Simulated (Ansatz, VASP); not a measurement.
**One calculation of Si4O7, two programs**

Contents of INCAR:

```
PREC = Accurate
ENCUT = 520
EDIFF = 1E-7
ISMEAR = 0
SIGMA = 0.05
LREAL = False
LASPH = True
NELM = 100
ALGO = Normal
ISIF = 2
LWAVE = False
LCHARG = True
GGA = PE
LELF = True
LVHAR = True
NBANDS = 40
```

The input KPOINTS:

```
Automatic mesh
0
Gamma
  4 4 4
```

Contents of POSCAR:

```
Si4O7
1.0
    5.0799801732      0.0000000000      0.0000000000
    0.0000000000      5.0799801732      0.0000000000
    0.0000000000      0.0000000000      7.0914769300
Si O
4 7
Direct
    0.2944292339      0.2944292339      0.0000000000
    0.2055707661      0.7944292339      0.2500000000
    0.7055707661      0.7055707661      0.5000000000
    0.7944292339      0.2055707661      0.7500000000
    0.4053663613      0.7409644515      0.4248320116
    0.7590355485      0.9053663613      0.6748320116
    0.5946336387      0.2590355485      0.9248320116
    0.7409644515      0.4053663613      0.5751679884
    0.9583579919      0.9862337299      0.3014296276
    0.2590355485      0.5946336387      0.0751679884
    0.0946336387      0.2409644515      0.8251679884
```

Input for Ansatz:

```yaml
crystal:
  lattice:
    - [5.0799801732, 0.0, 0.0]
    - [0.0, 5.0799801732, 0.0]
    - [0.0, 0.0, 7.09147693]
  atoms:
    - { symbol: Si, position: [0.2944292339, 0.2944292339, 0.0] }
    - { symbol: Si, position: [0.2055707661, 0.7944292339, 0.25] }
    - { symbol: Si, position: [0.7055707661, 0.7055707661, 0.5] }
    - { symbol: Si, position: [0.7944292339, 0.2055707661, 0.75] }
    - { symbol: O, position: [0.4053663613, 0.7409644515, 0.4248320116] }
    - { symbol: O, position: [0.7590355485, 0.9053663613, 0.6748320116] }
    - { symbol: O, position: [0.5946336387, 0.2590355485, 0.9248320116] }
    - { symbol: O, position: [0.7409644515, 0.4053663613, 0.5751679884] }
    - { symbol: O, position: [0.9583579919, 0.9862337299, 0.3014296276] }
    - { symbol: O, position: [0.2590355485, 0.5946336387, 0.0751679884] }
    - { symbol: O, position: [0.0946336387, 0.2409644515, 0.8251679884] }
basis:
  ecutwfc: 420
kpoints:
  mp_grid: { grid: [4, 4, 4] }
hamiltonian:
  xc: pbe
  pseudopotentials: { kind: paw, azcp: { folder: soft_1 } }
scf:
  occupations: { method: gaussian, width: 0.05 }
output:
  forces: true
  stress: true
  eigenvalues: true
  write_density: true
  write_potential: true
  elf: true
  volumetric_format: npy
```

Change from the starting cell: O vacancy; atom 9 moved 0.375 of the way to it and +0.675 Å across, host rigid.

Alike in both runs: task single point; functional PBE; k mesh 4 × 4 × 4; occupations gaussian, width 0.05 eV; no spin polarisation.

|  | VASP | Ansatz |
| --- | --- | --- |
| version | VASP 6.6.1 | Ansatz 0.2.0 |
| potentials or method | VASP PAW PBE potentials, release 64 (Si, O), cutoff 520 eV | scalar-relativistic, plane waves, PAW |
| valence electrons in the cell | 58 | 58 |

VASP gave:

- gap on the k mesh at the Fermi level (eV): 0.44
- least direct gap on the mesh (eV): 0.93
- pressure (GPa): -1.6
- traceless stress, the component that is largest in VASP (GPa): 3.16
- rms of the force components (eV/Å): 1.148

Which values does Ansatz return?

gap on the k mesh at the Fermi level (eV): 0.44; least direct gap on the mesh (eV): 0.92; pressure (GPa): -1.7; traceless stress, the component that is largest in VASP (GPa): 3.05; rms of the force components (eV/Å): 1.154.

Atom by atom the forces differ by 0.029 eV/Å (rms over components).
